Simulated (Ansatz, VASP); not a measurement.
**NaF: VASP beside Ansatz**

```
Na F
1.0
     0.00000    2.29717    2.29717
     2.29717    0.00000    2.29717
     2.29717    2.29717    0.00000
Na F
1 1
Direct
  0.00000 0.00000 0.00000
  0.50000 0.50000 0.50000
```

Alike in both runs: task single point; functional PBE-based screened hybrid; k mesh 4 × 4 × 4; no spin polarisation.

|  | VASP | Ansatz |
| --- | --- | --- |
| version | VASP 6.6.1 | Ansatz 0.2.0 |
| potentials or method | VASP PAW PBE potentials, release 64 (Na_pv, F) | plane waves |
| plane-wave cutoff (eV) | 520 | 420 |
| occupations | gaussian, width 0.01 eV | fixed |
| valence electrons in the cell | 14 | 16 |

|  | VASP | Ansatz | Ansatz less VASP |
| --- | --- | --- | --- |
| gap on the k mesh at the Fermi level (eV) | 15.45 | 15.55 | +0.100 |
| pressure (GPa) | -3.4 | -4.0 | -0.67 |

VASP's potentials were made for PBE, not for PBE-based screened hybrid. VASP's potentials hold 14 valence electrons a cell and Ansatz's 16, so a difference there can come from the potentials and not from the codes. Ansatz's warnings: stress exchange threshold loose, stress scf threshold loose.

The k mesh is coarse, so the values compare programs but aren't converged.
